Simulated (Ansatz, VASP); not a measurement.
# One calculation of SnO, two programs

INCAR

```
SYSTEM = SnO
  PREC = Accurate
  ENCUT = 520
  EDIFF = 1E-7
  ISMEAR = 0
  SIGMA = 0.15
  LREAL = .FALSE.
  LASPH = .TRUE.
  NELM = 60
  ALGO = Normal
  ISIF = 2
  LWAVE = .FALSE.
  LCHARG = .FALSE.
  GGA = PE
  NBANDS = 28
  KPAR = 4
```

Contents of KPOINTS:

```
Automatic mesh
0
G
  12 12 10
  0 0 0
```

POSCAR

```
SnO
1.0
    3.9783179831     -0.0032111047     -0.1193210823
   -0.0032111047      3.8305837189     -0.1081499416
   -0.1517718974     -0.1375626296      4.7230083294
Sn O
2 2
Direct
    0.0036204292      0.5065970561      0.2297429704
    0.4761268415     -0.0153336481      0.7679017078
    0.0001644192      0.0172902613      0.0103876904
    0.5200883101      0.4914463307     -0.0080323686
```

Input for Ansatz:

```yaml
crystal:
  lattice:
    - [3.9783179831, -0.0032111047, -0.1193210823]
    - [-0.0032111047, 3.8305837189, -0.1081499416]
    - [-0.1517718974, -0.1375626296, 4.7230083294]
  atoms:
    - { symbol: Sn, position: [0.0036204292, 0.5065970561, 0.2297429704] }
    - { symbol: Sn, position: [0.4761268415, -0.0153336481, 0.7679017078] }
    - { symbol: O, position: [0.0001644192, 0.0172902613, 0.0103876904] }
    - { symbol: O, position: [0.5200883101, 0.4914463307, -0.0080323686] }
basis:
  ecutwfc: 420
kpoints:
  mp_grid: { grid: [12, 12, 10] }
hamiltonian:
  xc: pbe
scf:
  occupations: { method: gaussian, width: 0.15 }
output:
  forces: true
  stress: true
  eigenvalues: true
  write_density: true
  write_potential: true
  elf: true
  volumetric_format: npy
```

Change from the starting cell: all atoms moved at random (sigma 0.06 Å a component), cell strained at random (sigma 0.05).

Alike in both runs: task single point; functional PBE; k mesh 12 × 12 × 10; occupations gaussian, width 0.15 eV; no spin polarisation.

```csv
,VASP,Ansatz
version,VASP 6.6.1,Ansatz 0.2.0
potentials or method,"VASP PAW PBE potentials, release 64 (Sn_d, O), cutoff 520 eV","scalar-relativistic, plane waves, PAW"
valence electrons in the cell,40,40
```

Ansatz gave:

| Property | Result |
| --- | --- |
| gap on the k mesh at the Fermi level (eV) | 0.44 |
| least direct gap on the mesh (eV) | 1.86 |
| pressure (GPa) | 4.5 |
| traceless stress, the component that is largest in VASP (GPa) | -3.58 |
| rms of the force components (eV/Å) | 0.638 |

Problem. What did VASP give for the same quantities?

Solution. gap on the k mesh at the Fermi level (eV): 0.45; least direct gap on the mesh (eV): 1.85; pressure (GPa): 4.7; traceless stress, the component that is largest in VASP (GPa): -3.67; rms of the force components (eV/Å): 0.668.

Atom by atom the forces differ by 0.037 eV/Å (rms over components). The functional is the same, so the differences come from potentials, cutoffs and numerics.
